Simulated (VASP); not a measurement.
Write the native input for VASP 6.6.1 that does the following.

* Task: single point
* Functional: r2SCAN
* Potentials or basis: VASP PAW PBE potentials, release 64 (Tl_d)
* Cutoff: 520 eV
* k mesh: 10 × 10 × 10
* Occupations: fermi-dirac, width 0.1 eV
* Spin: no spin polarisation
* Dipole correction: no
* Further INCAR settings: ALGO = Normal; EDIFF = 1e-06; NBANDS = 12

Tl:

```
Tl
1.0
     3.18188    0.00000    0.00000
     0.00000    3.18188    0.00000
     0.00000    0.00000    3.18188
Tl
1
Direct
  0.00000 0.00000 0.00000
```

This isn't the form of Tl at room conditions, which is hcp.

One way to write it, as run:

POSCAR

```
Tl
1.0
    3.1818756152      0.0000000000      0.0000000000
    0.0000000000      3.1818756152      0.0000000000
    0.0000000000      0.0000000000      3.1818756152
Tl
1
Direct
    0.0000000000      0.0000000000      0.0000000000
```

INCAR.step1

```
ALGO = Normal
EDIFF = 1E-4
ENCUT = 520
GGA = PE
ISMEAR = -1
LASPH = T
LCHARG = F
LREAL = F
LWAVE = T
NBANDS = 12
NELM = 60
PREC = Accurate
SIGMA = 0.1
```

INCAR.step2

```
ALGO = Normal
EDIFF = 1E-6
ENCUT = 520
ISIF = 2
ISMEAR = -1
ISTART = 1
LASPH = T
LCHARG = F
LMIXTAU = T
LREAL = F
LWAVE = F
METAGGA = R2SCAN
NBANDS = 12
NELM = 60
PREC = Accurate
SIGMA = 0.1
```

KPOINTS

```
k-points
0
Gamma
  10 10 10
```

Potentials or basis: VASP PAW PBE potentials, release 64 (Tl_d).

Command:

```bash
$ cat potpaw_PBE.64/Tl_d/POTCAR > POTCAR
$ cp INCAR.step1 INCAR
$ mpirun -np 1 vasp_std > vasp.out
$ cp INCAR.step2 INCAR
$ mpirun -np 1 vasp_std > vasp.out
```

It gave:

```
Pressure               : 0.0 GPa
Band gap on the k mesh : zero (an odd number of electrons rules out a gap without spin polarisation)
```

Caveat: the PAW data sets were made with another functional, which shifts forces and pressure a little; spin-orbit coupling is left out, which moves the levels of the heavy elements.

Run time: 27 s on 1 thread of AMD EPYC 7R13, with other jobs on the host, peak memory 0.16 GiB.
